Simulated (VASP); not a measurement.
Here is a VASP 6.6.1 calculation.

The input INCAR:

```
SYSTEM = Ge
ALGO = Normal ; EDIFF = 1E-6
ENCUT = 500 ; GGA = RP
GGA_COMPAT = .False. ; ISIF = 2
ISMEAR = 0 ; LASPH = .True.
LCHARG = .False. ; LREAL = .False.
LWAVE = .False. ; NBANDS = 21
NELM = 120 ; PREC = Accurate
SIGMA = 0.1
```

File KPOINTS:

```
k-points
0
Gamma
  6 6 6
  0 0 0
```

Contents of POSCAR:

```
Ge
1.0
    0.0000000000      2.8289100000      2.8289100000
    2.8289100000      0.0000000000      2.8289100000
    2.8289100000      2.8289100000      0.0000000000
Ge
2
Direct
    0.0000000000      0.0000000000      0.0000000000
    0.2500000000      0.2500000000      0.2500000000
```

Potentials or basis: VASP PAW PBE potentials, release 64 (Ge_d).

Run with:

```bash
$ cat potpaw_PBE.64/Ge_d/POTCAR > POTCAR
$ mpirun -np 1 vasp_std > vasp.out
```

Problem. What does it give for the band gap on the k mesh?

Solution. 0.15 eV.

Problem. Estimate the pressure.

Solution. 5.2 GPa.

Caveat: the cell stands under pressure; semilocal functionals underestimate gaps, and a narrow one can read as zero; the PAW data sets were made with another functional, which shifts forces and pressure a little. A k mesh can miss the band edges.
